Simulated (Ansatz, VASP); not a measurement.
## Two plane-wave programs on KI

POSCAR

```
KI
1.0
    0.0000000000      3.5327750000      3.5327750000
    3.5327750000      0.0000000000      3.5327750000
    3.5327750000      3.5327750000      0.0000000000
K I
1 1
Direct
    0.0000000000      0.0000000000      0.0000000000
    0.5000000000      0.5000000000      0.5000000000
```

INCAR.step1

```
  ALGO = Normal
  EDIFF = 1E-4
  ENCUT = 600
  GGA = PE
  ISMEAR = 0
  LASPH = True
  LCHARG = False
  LREAL = False
  LWAVE = True
  NELM = 60
  PREC = Accurate
  SIGMA = 0.02
```

Contents of INCAR.step2:

```
  ALGO = Normal
  EDIFF = 1E-6
  EDIFFG = -0.005
  ENCUT = 600
  IBRION = 2
  ISIF = 3
  ISMEAR = 0
  ISTART = 1
  LASPH = True
  LCHARG = False
  LMIXTAU = True
  LREAL = False
  LWAVE = False
  METAGGA = R2SCAN
  NELM = 60
  NSW = 100
  PREC = Accurate
  SIGMA = 0.02
```

KPOINTS

```
k-points
0
Gamma
  6 6 6
```

Input for Ansatz:

```yaml
crystal:
  lattice:
    - [0.0, 3.532775, 3.532775]
    - [3.532775, 0.0, 3.532775]
    - [3.532775, 3.532775, 0.0]
  atoms:
    - { symbol: K, position: [0.0, 0.0, 0.0] }
    - { symbol: I, position: [0.5, 0.5, 0.5] }
basis:
  ecutwfc: 500
kpoints:
  mp_grid: { grid: [6, 6, 6] }
hamiltonian:
  xc: r2scan
scf:
  occupations: { method: gaussian, width: 0.02 }
output:
  forces: true
  stress: true
  eigenvalues: true
relax:
  adjacent_minimum: "off"
  f_tol: 0.005
  max_steps: 80
  cell: { stress_tol: 0.05 }
```

Alike in both runs: task relaxation of cell and atoms; functional r2SCAN; k mesh 6 × 6 × 6; occupations gaussian, width 0.02 eV; no spin polarisation.

```csv
,VASP,Ansatz
version,VASP 6.6.1,Ansatz 0.2.0
potentials or method,"VASP PAW PBE potentials, release 64 (K_sv, I), cutoff 600 eV","scalar-relativistic, plane waves, PAW"
valence electrons in the cell,16,26
```

```tsv
	VASP	Ansatz	Ansatz less VASP
gap on the k mesh at the Fermi level, each at its own relaxed structure (eV)	4.58	4.58	+0.002
relaxed volume (Å³/atom)	44.58	44.59	+0.010
relaxed cell length with the largest relative difference (Å)	5.014	5.015	+0.0004
```

VASP's potentials were made for PBE, not for r2SCAN. VASP's potentials hold 16 valence electrons a cell and Ansatz's 26, so a difference there can come from the potentials and not from the codes.

Spin-orbit coupling is off throughout.
